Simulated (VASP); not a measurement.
Here is a VASP 6.6.1 calculation.

File INCAR:

```
  ALGO = Normal
  EDIFF = 1E-7
  EDIFFG = -0.01
  ENCUT = 500
  GGA = PE
  GGA_COMPAT = F
  IBRION = 2
  ISIF = 3
  ISMEAR = 0
  LASPH = T
  LCHARG = F
  LREAL = F
  LWAVE = F
  NELM = 120
  NELMIN = 4
  NSW = 80
  PREC = Accurate
  SIGMA = 0.01
```

KPOINTS

```
k-points
0
Gamma
  6 6 6
```

The input POSCAR:

```
ZnSe
1.0
    0.0000000000      2.8338000000      2.8338000000
    2.8338000000      0.0000000000      2.8338000000
    2.8338000000      2.8338000000      0.0000000000
Zn Se
1 1
Direct
    0.0000000000      0.0000000000      0.0000000000
    0.2500000000      0.2500000000      0.2500000000
```

Potentials or basis: VASP PAW PBE potentials, release 64 (Zn, Se).

Run with:

```bash
$ cat potpaw_PBE.64/Zn/POTCAR potpaw_PBE.64/Se/POTCAR > POTCAR
$ mpirun -np 1 vasp_std > vasp.out
```

Task: Predict the band gap on the k mesh.

Result: 1.14 eV, direct.

Task: Predict the relaxed volume.

Result: 23.63 Å³/atom.

Final structure:
```yaml
crystal:
  lattice:
    - [0.00000, 2.86972, 2.86972]
    - [2.86972, 0.00000, 2.86972]
    - [2.86972, 2.86972, 0.00000]
  atoms:
    - { symbol: Zn, position: [0.00000, 0.00000, 0.00000] }
    - { symbol: Se, position: [0.25000, 0.25000, 0.25000] }
```

PBE usually gives volumes a little too large and moduli too small. Zero-point motion and thermal expansion aren't in these numbers.
